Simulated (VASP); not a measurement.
# Te2Mo in VASP: further runs, part 2 of 2

VASP 6.6.1. The steps go on from the part before.

**4. Single point, PBE**

This run uses another cell than the first one.

The input, INCAR:

```
ALGO = Normal ; EDIFF = 1E-6
ENCUT = 520 ; GGA = PE
ISIF = 2 ; ISMEAR = -1
LASPH = True ; LCHARG = False
LREAL = False ; LWAVE = False
NBANDS = 35 ; NELM = 100
PREC = Accurate ; SIGMA = 0.05
```

The input, KPOINTS:

```
k-points
0
Gamma
  4 8 1
```

The input, POSCAR:

```
Te2Mo
1.0
    6.4037401044      0.0000000000      0.0000000000
    0.0000000000      3.5034527586      0.0000000000
   -0.0863090623      0.0000000000     36.4154728842
Te Mo
4 2
Direct
    0.4292511000      0.7500000000      0.5407035800
    0.5707489000      0.2500000000      0.4592964200
    0.9208478700      0.2500000000      0.5565273200
    0.0791521300      0.7500000000      0.4434726800
    0.1813475600      0.2500000000      0.4974653700
    0.8186524400      0.7500000000      0.5025346300
```

Potentials or basis: VASP PAW PBE potentials, release 64 (Te, Mo_sv).

On the command line:

```bash
> cat potpaw_PBE.64/Te/POTCAR potpaw_PBE.64/Mo_sv/POTCAR > POTCAR
> mpirun -np 1 vasp_std > vasp.out
```

OUTCAR:

```text
EDIFF = 1E-6
   ENCUT = 520
   GGA = PE
   ISIF = 2
   ISMEAR = -1
   LASPH = True
   LREAL = False
   NELM = 100
   PREC = Accurate

 ion  position               nearest neighbor table
   1  0.429  0.750  0.541-   5 2.84   5 2.84   6 2.86   2 3.56   2 3.56   3 3.65   3 3.65
   2  0.571  0.250  0.459-   6 2.84   6 2.84   5 2.86   1 3.56   1 3.56   4 3.65   4 3.65
   3  0.921  0.250  0.557-   6 2.71   6 2.71   5 2.73   1 3.65   1 3.65
   4  0.079  0.750  0.443-   5 2.71   5 2.71   6 2.73   2 3.65   2 3.65
   5  0.181  0.250  0.497-   4 2.71   4 2.71   3 2.73   1 2.84   1 2.84   2 2.86   6 2.92   6 2.92

   6  0.819  0.750  0.503-   3 2.71   3 2.71   4 2.73   2 2.84   2 2.84   1 2.86   5 2.92   5 2.92

  LATTYP: Found a simple monoclinic cell.
 ALAT       =     6.4037401044
 B/A-ratio  =     0.5470947761
 C/A-ratio  =     5.6866104139
 COS(beta)  =    -0.0023701139

  Lattice vectors:

 A1 = (   6.4037401044,   0.0000000000,   0.0000000000)
 A2 = (   0.0000000000,   3.5034527586,   0.0000000000)
 A3 = (  -0.0863090623,   0.0000000000,  36.4154728842)

Analysis of symmetry for initial positions (statically):
=====================================================================
 Subroutine PRICEL returns:
 Original cell was already a primitive cell.

 Routine SETGRP: Setting up the symmetry group for a
 simple monoclinic supercell.

 Subroutine GETGRP returns: Found  4 space group operations
 (whereof  2 operations were pure point group operations)
 out of a pool of  4 trial point group operations.

The static configuration has the point symmetry S_2 .
 The point group associated with its full space group is C_2h.

Analysis of symmetry for dynamics (positions and initial velocities):
=====================================================================
 Subroutine PRICEL returns:
 Original cell was already a primitive cell.

 Routine SETGRP: Setting up the symmetry group for a
 simple monoclinic supercell.

 Subroutine GETGRP returns: Found  4 space group operations
 (whereof  2 operations were pure point group operations)
 out of a pool of  4 trial point group operations.

The dynamic configuration has the point symmetry S_2 .
 The point group associated with its full space group is C_2h.

 Subroutine INISYM returns: Found  4 space group operations
 (whereof  2 operations are pure point group operations),
 and found     1 'primitive' translations

----------------------------------------------------------------------------------------

                                     Primitive cell

  volume of cell :     816.9885

  direct lattice vectors                    reciprocal lattice vectors
     6.403740104  0.000000000  0.000000000     0.156158742  0.000000000  0.000370115
     0.000000000  3.503452759  0.000000000     0.000000000  0.285432706  0.000000000
    -0.086309062  0.000000000 36.415472884     0.000000000  0.000000000  0.027460854

  length of vectors
     6.403740104  3.503452759 36.415575165     0.156159181  0.285432706  0.027460854

  position of ions in fractional coordinates (direct lattice)
     0.429251100  0.750000000  0.540703580
     0.570748900  0.250000000  0.459296420
     0.920847870  0.250000000  0.556527320
     0.079152130  0.750000000  0.443472680
     0.181347560  0.250000000  0.497465370
     0.818652440  0.750000000  0.502534630
[... 45 lines left out ...]
  0.250000  0.250000  0.000000      4.000000
  0.500000  0.250000  0.000000      2.000000
  0.000000  0.375000  0.000000      2.000000
  0.250000  0.375000  0.000000      4.000000
  0.500000  0.375000  0.000000      2.000000
  0.000000  0.500000  0.000000      1.000000
  0.250000  0.500000  0.000000      2.000000
  0.500000  0.500000  0.000000      1.000000
   k-points           NKPTS =     15   k-points in BZ     NKDIM =     15   number of bands    NBANDS=     35
   number of dos      NEDOS =    301   number of ions     NIONS =      6
   total plane-waves  NPLWV = 376320
   dimension x,y,z NGX =    48 NGY =   28 NGZ =  280
   dimension x,y,z NGXF=    96 NGYF=   56 NGZF=  560
   ions per type =               4   2
   NGX,Y,Z   is equivalent  to a cutoff of  12.46, 13.29, 12.78 a.u.
   NGXF,Y,Z  is equivalent  to a cutoff of  24.92, 26.57, 25.57 a.u.
 SYSTEM =  unknown system
   PREC   = accura    normal or accurate (medium, high low for compatibility)
   ISTART =      0    job   : 0-new  1-cont  2-samecut
   ICHARG =      2    charge: 1-file 2-atom 10-const
   ISPIN  =      1    spin polarized calculation?
   LNONCOLLINEAR =      F non collinear calculations
   LSORBIT =      F    spin-orbit coupling
   LASPH  =      T    aspherical Exc in radial PAW
   ENCUT  =  520.0 eV  38.22 Ry    6.18 a.u.  11.91  6.51 67.71*2*pi/ulx,y,z
   NELM   =    100;   NELMIN=  2; NELMDL= -5     # of ELM steps
   EDIFF  = 0.1E-05   stopping-criterion for ELM
   LREAL  =      F    real-space projection
   EDIFFG = 0.1E-04   stopping-criterion for IOM
   NSW    =      0    number of steps for IOM
   IBRION =     -1    ionic relax: 0-MD 1-quasi-New 2-CG
   NFREE  =      0    steps in history (QN), initial steepest desc. (CG)
   ISIF   =      2    stress and relaxation
   ISYM   =      2    0-nonsym 1-usesym 2-fastsym
   POTIM  = 0.5000    time-step for ionic-motion
   TEBEG  =    0.0;   TEEND  =   0.0 temperature during run
   PSTRESS=    0.0 pullay stress
   NELECT =      52.0000    total number of electrons
   NUPDOWN=      -1.0000    fix difference up-down
   EMIN   =  10.00;   EMAX   =-10.00  energy-range for DOS
   EFERMI =   0.00;   METHOD = LEGACY
   ISMEAR =    -1;   SIGMA  =   0.05  broadening in eV -4-tet -1-fermi 0-gaus
   EFERMI_NEDOS =   21; number of points for ismear=-14 and -15
   IALGO  =     38    algorithm
   IMIX   =      4    mixing-type and parameters
     AMIX     =   0.40;   BMIX     =  1.00
     AMIX_MAG =   1.60;   BMIX_MAG =  1.00
  volume/ion in A,a.u.               =     136.16       918.89
  Fermi-wavevector in a.u.,A,eV,Ry     =   0.653638  1.235197  5.812989  0.427243
  Thomas-Fermi vector in A             =   1.723942
   LORBIT       =      0    0 simple, 1 ext, 2 COOP (PROOUT), +10 PAW based schemes
   GGA     = PE    functional components
   LHFCALC =     F    Hartree Fock is set to
   AEXX    =    0.0000 exact exchange contribution
   IVDW    =     0    specifies the selected vdW correction
   LEPSILON=     F    determine dielectric tensor
   LRPA    =     F    only Hartree local field effects (RPA)
 non-spin polarized calculation
  energy-cutoff  :      520.00
  volume of cell :      816.99
 maximum number of plane-waves:     22075
 NGX is ok and might be reduce to    48
   NGX = 23   NGY = 13   NGZ =135

 number of electron      52.0000003 magnetization

 Free energy of the ion-electron system (eV)
  ---------------------------------------------------
  ext. energy  EPLUGINS =         0.00000000
  ---------------------------------------------------
  free energy    TOTEN  =       -35.95928586 eV

  energy without entropy =      -35.95074054  energy(sigma->0) =      -35.95501320

 E-fermi :  -2.2565     XC(G=0):  -2.2833

 val. band max:       -2.4014878705   @ k =   0.0000   0.1250   0.0000
 cond. band min:      -2.2524618282   @ k =   0.0000   0.1250   0.0000
 fundamental gap:      0.1490260423
 Fermi energy:        -2.2564847047

 k-point     1 :       0.0000    0.0000    0.0000
  band No.  band energies     occupation
      1     -63.2886      2.00000
      2     -63.2358      2.00000
      3     -37.5156      2.00000
      4     -37.4788      2.00000
      5     -37.4142      2.00000
      6     -37.3264      2.00000
[... 559 lines left out ...]
     34       1.0934      0.00000
     35       2.2250      0.00000

------------------------ aborting loop because EDIFF is reached ----------------------------------------

  FORCE on cell =-STRESS in cart. coord.  units (eV):
  Direction    XX          YY          ZZ          XY          YZ          ZX
  --------------------------------------------------------------------------------------
  -------------------------------------------------------------------------------------
  Total       -1.2160576     -1.5791723     -0.5425396      0.0000000      0.0000000      0.0476483
  in kB       -2.3847827     -3.0968786     -1.0639619      0.0000000      0.0000000      0.0934419
  external PRESSURE =      -2.1818744 kB  Pullay stress =       0.0000000 kB

 VOLUME and BASIS-vectors are now :
 -----------------------------------------------------------------------------
  energy-cutoff  :      520.00
  volume of cell :      816.99
      direct lattice vectors                 reciprocal lattice vectors
     6.403740104  0.000000000  0.000000000     0.156158742  0.000000000  0.000370115
     0.000000000  3.503452759  0.000000000     0.000000000  0.285432706  0.000000000
    -0.086309062  0.000000000 36.415472884     0.000000000  0.000000000  0.027460854

 POSITION                                       TOTAL-FORCE (eV/Angst)
 -----------------------------------------------------------------------------------
      2.70214      2.62759     19.68998         0.025399     -0.000000     -0.101808
      3.61529      0.87586     16.72550        -0.025399      0.000000      0.101808
      5.84884      0.87586     20.26621        -0.006838      0.000000     -0.053309
      0.46859      2.62759     16.14927         0.006838     -0.000000      0.053309
      1.11837      0.87586     18.11544         0.002791      0.000000     -0.007908
      5.19906      2.62759     18.30004        -0.002791      0.000000      0.007908
 -----------------------------------------------------------------------------------
    total drift:                                0.000000     -0.000000     -0.000000

  FREE ENERGIE OF THE ION-ELECTRON SYSTEM (eV)
  ---------------------------------------------------
  free  energy   TOTEN  =       -35.9592858600 eV

  energy  without entropy=      -35.9507405411  energy(sigma->0) =      -35.95501320
```

stdout:

```text
POSCAR found type information on POSCAR TeMo
 POSCAR found :  2 types and       6 ions
 scaLAPACK will be used
 LDA part: xc-table for (Slater+PW92), standard interpolation
 POSCAR, INCAR and KPOINTS ok, starting setup
 FFT: planning ... GRIDC
 FFT: planning ... GRID_SOFT
 FFT: planning ... GRID
 WAVECAR not read
 entering main loop
```

Run time: 8.1 min. Hardware: 1 thread of AMD EPYC 9R45 (Zen 5), shared host; peak memory 0.92 GiB.

What came out:

* Free energy: -35.9593 eV
* Largest force: 0.105 eV/Å
* Band gap on the k mesh: zero (bands 26 and 27 overlap by 0.16 eV)

Forces in eV/Å, atoms in the order of the input:
```
Te   0.025  0.000 -0.102
Te  -0.025  0.000  0.102
Te  -0.007  0.000 -0.053
Te   0.007  0.000  0.053
Mo   0.003  0.000 -0.008
Mo  -0.003  0.000  0.008
```

Caveat: there is no dipole correction, which matters where the two faces differ; spin-orbit coupling is left out, which moves the levels of the heavy elements.

**5. Overview**

```csv
level,cell,gap on the mesh (eV),largest force (eV/Å)
BLYP+D4,"a = 6.368, b = 3.490, c = 36.151 Å, angles 90.0, 90.2, 90.0°, 6 atoms, atomic positions A",none,0.05
BLYP+D3(BJ),"a = 6.341, b = 3.469, c = 36.151 Å, angles 90.0, 90.1, 90.0°, 6 atoms, atomic positions B",none,0.06
PBE,"a = 6.404, b = 3.503, c = 36.416 Å, angles 90.0, 90.1, 90.0°, 6 atoms, atomic positions C",none,0.10
```

Alike in all rows: task single point; potentials or basis VASP PAW PBE potentials, release 64 (Te, Mo_sv); no spin polarisation; k mesh 4 × 8 × 1; cutoff (eV) 520; smearing fermi-dirac 0.05 eV.

Caveats: there is no dipole correction, which matters where the two faces differ; spin-orbit coupling is left out, which moves the levels of the heavy elements; the PAW data sets were made with another functional, which shifts forces and pressure a little (at least some runs).

Absolute energies hang on the potentials; compare differences alone.

The gap in the log of VASP goes by the Fermi energy; the results here count the filled bands.